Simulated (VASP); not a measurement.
# TaSi2 (P6_422) in VASP: single point with PBE

Aim: the single point of TaSi2 with PBE.

All numbers are computed with VASP 6.6.1; they aren't measurements. Logs are shortened: lines on timing, memory, paths and dates and some standing lists are left out, and cuts for length are marked.

## 1. The cell of the first run

It takes space group P6_422 (No. 181, hexagonal). Conventional cell: a = 4.807 Å, b = 4.807 Å, c = 6.597 Å, α = 90.00°, β = 90.00°, γ = 120.00°. Within 3.5 Å of Ta (site symmetry 222) lie 10 Si at 2.62 to 2.84 Å and 4 Ta at 3.26 Å. Within 3.4 Å of Si (site symmetry 2) lie 9 Si at 2.57 to 3.34 Å and 5 Ta at 2.62 to 2.84 Å.

## 2. Single point, PBE

Contents of INCAR:

```
SYSTEM = TaSi2
  PREC = Accurate
  ENCUT = 520
  EDIFF = 1E-7
  ISMEAR = 0
  SIGMA = 0.1
  LREAL = .False.
  LASPH = .True.
  NELM = 100
  ALGO = Normal
  ISIF = 2
  LWAVE = .False.
  LCHARG = .False.
  GGA = PE
  NBANDS = 38
```

Contents of KPOINTS:

```
regular mesh
0
Gamma
  6 6 6
  0 0 0
```

Contents of POSCAR:

```
TaSi2
1.0
    4.8065606365      0.0000000000      0.0000000000
   -2.4032803183      4.1626036160      0.0000000000
    0.0000000000      0.0000000000      6.5966438149
Ta Si
3 6
Direct
    0.5000000000      0.0000000000      0.0000000000
    0.5000000000      0.5000000000      0.6666666667
    0.0000000000      0.5000000000      0.3333333333
    0.1588414106      0.3176828212      0.0000000000
    0.8411585894      0.1588414106      0.6666666667
    0.6823171788      0.8411585894      0.3333333333
    0.8411585894      0.6823171788      0.0000000000
    0.1588414106      0.8411585894      0.6666666667
    0.3176828212      0.1588414106      0.3333333333
```

Potentials or basis: VASP PAW PBE potentials, release 64 (Ta_pv, Si).

The run is started by

```console
$ cat potpaw_PBE.64/Ta_pv/POTCAR potpaw_PBE.64/Si/POTCAR > POTCAR
$ mpirun -np 1 vasp_std > vasp.out
```

OUTCAR:

```text
SYSTEM = TaSi2
   PREC = Accurate
   ENCUT = 520
   EDIFF = 1E-7
   ISMEAR = 0
   LREAL = .False.
   LASPH = .True.
   NELM = 100
   ISIF = 2
   GGA = PE

 ion  position               nearest neighbor table
   1  0.500  0.000  0.000-   5 2.62   8 2.62   6 2.62   9 2.62   4 2.74   7 2.74   7 2.74   4 2.74
                             4 2.84   7 2.84   3 3.26   3 3.26   2 3.26   2 3.26
   2  0.500  0.500  0.667-   4 2.62   7 2.62   6 2.62   9 2.62   5 2.74   8 2.74   8 2.74   5 2.74
                             8 2.84   5 2.84   1 3.26   1 3.26   3 3.26   3 3.26
   3  0.000  0.500  0.333-   4 2.62   7 2.62   5 2.62   8 2.62   9 2.74   6 2.74   9 2.74   6 2.74
                             6 2.84   9 2.84   1 3.26   1 3.26   2 3.26   2 3.26
   4  0.159  0.318  0.000-   5 2.57   9 2.57   2 2.62   3 2.62   7 2.64   1 2.74   1 2.74   1 2.84
                             7 2.84   7 2.84
   5  0.841  0.159  0.667-   4 2.57   6 2.57   1 2.62   3 2.62   8 2.64   2 2.74   2 2.74   2 2.84
                             8 2.84   8 2.84
   6  0.682  0.841  0.333-   7 2.57   5 2.57   1 2.62   2 2.62   9 2.64   3 2.74   3 2.74   3 2.84
                             9 2.84   9 2.84
   7  0.841  0.682  0.000-   8 2.57   6 2.57   2 2.62   3 2.62   4 2.64   1 2.74   1 2.74   1 2.84
                             4 2.84   4 2.84
   8  0.159  0.841  0.667-   7 2.57   9 2.57   1 2.62   3 2.62   5 2.64   2 2.74   2 2.74   2 2.84
                             5 2.84   5 2.84
   9  0.318  0.159  0.333-   4 2.57   8 2.57   1 2.62   2 2.62   6 2.64   3 2.74   3 2.74   3 2.84
                             6 2.84   6 2.84

  LATTYP: Found a hexagonal cell.
 ALAT       =     4.8065606365
 C/A-ratio  =     1.3724249653

  Lattice vectors:

 A1 = (   4.8065606365,   0.0000000000,   0.0000000000)
 A2 = (  -2.4032803183,   4.1626036160,   0.0000000000)
 A3 = (   0.0000000000,   0.0000000000,   6.5966438149)

Analysis of symmetry for initial positions (statically):
=====================================================================
 Subroutine PRICEL returns:
 Original cell was already a primitive cell.

 Routine SETGRP: Setting up the symmetry group for a
 hexagonal supercell.

 Subroutine GETGRP returns: Found 12 space group operations
 (whereof  4 operations were pure point group operations)
 out of a pool of 24 trial point group operations.

The static configuration has the point symmetry D_2 .
 The point group associated with its full space group is D_6 .

Analysis of symmetry for dynamics (positions and initial velocities):
=====================================================================
 Subroutine PRICEL returns:
 Original cell was already a primitive cell.

 Routine SETGRP: Setting up the symmetry group for a
 hexagonal supercell.

 Subroutine GETGRP returns: Found 12 space group operations
[... 126 lines left out ...]
   POTIM  = 0.5000    time-step for ionic-motion
   TEBEG  =    0.0;   TEEND  =   0.0 temperature during run
   PSTRESS=    0.0 pullay stress
   NELECT =      57.0000    total number of electrons
   NUPDOWN=      -1.0000    fix difference up-down
   EMIN   =  10.00;   EMAX   =-10.00  energy-range for DOS
   EFERMI =   0.00;   METHOD = LEGACY
   ISMEAR =     0;   SIGMA  =   0.10  broadening in eV -4-tet -1-fermi 0-gaus
   EFERMI_NEDOS =   21; number of points for ismear=-14 and -15
   IALGO  =     38    algorithm
   IMIX   =      4    mixing-type and parameters
     AMIX     =   0.40;   BMIX     =  1.00
     AMIX_MAG =   1.60;   BMIX_MAG =  1.00
  volume/ion in A,a.u.               =      14.66        98.96
  Fermi-wavevector in a.u.,A,eV,Ry     =   1.237444  2.338430 20.834167  1.531268
  Thomas-Fermi vector in A             =   2.372011
   LORBIT       =      0    0 simple, 1 ext, 2 COOP (PROOUT), +10 PAW based schemes
   GGA     = PE    functional components
   LHFCALC =     F    Hartree Fock is set to
   AEXX    =    0.0000 exact exchange contribution
   IVDW    =     0    specifies the selected vdW correction
   LEPSILON=     F    determine dielectric tensor
   LRPA    =     F    only Hartree local field effects (RPA)
 non-spin polarized calculation
 Gauss-broadening in eV      SIGMA  =   0.10
  energy-cutoff  :      520.00
  volume of cell :      131.98
 maximum number of plane-waves:      3570
 NGX is ok and might be reduce to    36
   NGX = 17   NGY = 17   NGZ = 25

 number of electron      57.0000007 magnetization

 Free energy of the ion-electron system (eV)
  ---------------------------------------------------
  ext. energy  EPLUGINS =         0.00000000
  ---------------------------------------------------
  free energy    TOTEN  =       -72.25812948 eV

  energy without entropy =      -72.23449301  energy(sigma->0) =      -72.24631125

 E-fermi :   9.2401     XC(G=0): -12.0137

 val. band max:        9.2388600703   @ k =   0.1667  -0.0000   0.3333
 cond. band min:       9.2412259110   @ k =   0.3333   0.1667   0.3333
 fundamental gap:      0.0023658408
 Fermi energy:         9.2400907913

 k-point     1 :       0.0000    0.0000    0.0000
  band No.  band energies     occupation
      1     -25.1946      2.00000
      2     -25.1895      2.00000
      3     -25.1895      2.00000
      4     -25.1241      2.00000
      5     -25.1241      2.00000
      6     -25.0360      2.00000
[... 973 lines left out ...]
     37      12.8515      0.00000
     38      13.1982      0.00000

 [... further k-points ...]
[... 5 lines left out ...]
  --------------------------------------------------------------------------------------
  -------------------------------------------------------------------------------------
  Total        0.0478247      0.0478247      0.0885470     -0.0000000      0.0000000      0.0000000
  in kB        0.5805505      0.5805505      1.0748853     -0.0000000      0.0000000      0.0000000
  external PRESSURE =       0.7453288 kB  Pullay stress =       0.0000000 kB

 VOLUME and BASIS-vectors are now :
 -----------------------------------------------------------------------------
  energy-cutoff  :      520.00
  volume of cell :      131.98
      direct lattice vectors                 reciprocal lattice vectors
     4.806560637  0.000000000  0.000000000     0.208048972  0.120117130  0.000000000
    -2.403280318  4.162603616  0.000000000     0.000000000  0.240234260  0.000000000
     0.000000000  0.000000000  6.596643815     0.000000000  0.000000000  0.151592238

 POSITION                                       TOTAL-FORCE (eV/Angst)
 -----------------------------------------------------------------------------------
      2.40328      0.00000      0.00000         0.000000      0.000000      0.000000
      1.20164      2.08130      4.39776         0.000000      0.000000     -0.000000
     -1.20164      2.08130      2.19888         0.000000      0.000000      0.000000
     -0.00000      1.32239      0.00000        -0.000000      0.002606      0.000000
      3.66134      0.66119      4.39776        -0.002257      0.001303      0.000000
      1.25806      3.50141      2.19888        -0.002257     -0.001303     -0.000000
      2.40328      2.84022      0.00000         0.000000     -0.002606      0.000000
     -1.25806      3.50141      4.39776         0.002257     -0.001303      0.000000
      1.14522      0.66119      2.19888         0.002257      0.001303      0.000000
 -----------------------------------------------------------------------------------
    total drift:                               -0.000000      0.000000      0.000000

  FREE ENERGIE OF THE ION-ELECTRON SYSTEM (eV)
  ---------------------------------------------------
  free  energy   TOTEN  =       -72.2581294838 eV

  energy  without entropy=      -72.2344930101  energy(sigma->0) =      -72.24631125
```

Run time: 2.5 min. Hardware: 1 thread of Intel Xeon 6975P-C (Granite Rapids), shared host; peak memory 0.29 GiB.

Results:

| Quantity | Value |
| --- | --- |
| Free energy | -72.2581 eV |
| Pressure | 0.1 GPa |
| Band gap on the k mesh | zero (an odd number of electrons rules out a gap without spin polarisation) |

Forces in eV/Å, atoms in the order of the input:
```
Ta   0.000  0.000  0.000
Ta   0.000  0.000  0.000
Ta   0.000  0.000  0.000
Si   0.000  0.003  0.000
Si  -0.002  0.001  0.000
Si  -0.002 -0.001  0.000
Si   0.000 -0.003  0.000
Si   0.002 -0.001  0.000
Si   0.002  0.001  0.000
```

Levels at points of the mesh, in eV from the Fermi level:
```
           k point  band 26  band 27  band 28  band 29  band 30  band 31  band 32  band 33
(0.00, 0.00, 0.00)    -2.46    -2.18    -2.18    -1.51     0.71     2.91     2.91     3.32
(0.50, 0.00, 0.00)    -1.09    -0.75    -0.10    -0.08     0.84     1.13     1.50     1.90
(0.00, 0.00, 0.50)    -2.06    -1.81    -1.81     1.10     1.10     2.51     2.51     3.34
(0.50, 0.00, 0.50)    -2.03    -1.86    -0.70    -0.30     1.50     1.89     2.45     2.49
```

Caveat: spin-orbit coupling is left out, which moves the levels of the heavy elements.
